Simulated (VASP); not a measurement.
Here is a VASP 6.6.1 calculation.

File INCAR:

```
PREC = Accurate
ENCUT = 520
EDIFF = 1E-6
ISMEAR = 0
SIGMA = 0.05
LREAL = False
LASPH = True
NELM = 100
ALGO = Normal
ISIF = 2
LWAVE = False
LCHARG = False
GGA = CA
NBANDS = 41
```

File KPOINTS:

```
Automatic mesh
0
Gamma
  6 6 6
```

Contents of POSCAR:

```
AlGa3N4
1.0
    4.5018408414      0.2808374272      0.2808374272
    0.2808374272      4.5018408414      0.2808374272
    0.2808374272      0.2808374272      4.5018408414
Al Ga N
1 3 4
Direct
    0.0000000000      0.0000000000      0.0000000000
    0.5000000000      0.5000000000      0.0000000000
    0.5000000000      0.0000000000      0.5000000000
    0.0000000000      0.5000000000      0.5000000000
    0.7548078379      0.7548078379      0.2451921621
    0.7548078379      0.2451921621      0.7548078379
    0.2451921621      0.7548078379      0.7548078379
    0.2451921621      0.2451921621      0.2451921621
```

Potentials or basis: VASP PAW LDA potentials, release 64 (Al, Ga_d, N).

Launch:

```bash
$ cat potpaw_LDA.64/Al/POTCAR potpaw_LDA.64/Ga_d/POTCAR potpaw_LDA.64/N/POTCAR > POTCAR
$ mpirun -np 1 vasp_std > vasp.out
```

**Question.** Estimate the largest force.

**Answer.** 0.679 eV/Å.

**Question.** What does it give for the pressure?

**Answer.** 1.4 GPa.

**Question.** What does it give for the band gap on the k mesh?

**Answer.** 0.98 eV.

Forces in eV/Å, atoms in the order of the input:
```
Al   0.272  0.272  0.272
Ga   0.249  0.249  0.265
Ga   0.249  0.265  0.249
Ga   0.265  0.249  0.249
N   -0.210 -0.210 -0.225
N   -0.210 -0.225 -0.210
N   -0.225 -0.210 -0.210
N   -0.392 -0.392 -0.392
```
